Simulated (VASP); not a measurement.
BN, 2 atoms in the cell. It takes space group Fm-3m (No. 225, cubic). The conventional cell has a = 3.352 Å, b = 3.352 Å, c = 3.352 Å, α = 90.00°, β = 90.00°, γ = 90.00°. Within 2.2 Å of B (site symmetry m-3m) lie 6 N at 1.68 Å. Within 2.2 Å of N (site symmetry m-3m) lie 6 B at 1.68 Å.  This cell differs from its parent crystal: strain -4.0%.

```yaml
Program: VASP 6.6.1
Task: single point
Functional: PBE
Potentials_or_basis: VASP PAW PBE potentials, release 64 (B, N)
Cutoff: 520 eV
k_mesh: 8 × 8 × 8
Occupations: gaussian, width 0.01 eV
Spin: no spin polarisation
Dipole_correction: no
Further_INCAR_settings: ALGO = Normal; EDIFF = 1e-06; NBANDS = 11
```

Potentials or basis: VASP PAW PBE potentials, release 64 (B, N).

Run with:

```console
$ cat potpaw_PBE.64/B/POTCAR potpaw_PBE.64/N/POTCAR > POTCAR
$ mpirun -np 1 vasp_std > vasp.out
```

Hardware: 1 thread of Intel(R) Xeon(R) Platinum 8259CL CPU @ 2.50GHz (Skylake/Cascade Lake), with other jobs on the host.

Question: Estimate the wall time of this run.

Answer: It took 3.8 s on 1 thread of Intel(R) Xeon(R) Platinum 8259CL CPU @ 2.50GHz (Skylake/Cascade Lake), on a shared host, peak memory 0.11 GiB. Counts: scf iterations 11, k points 29.
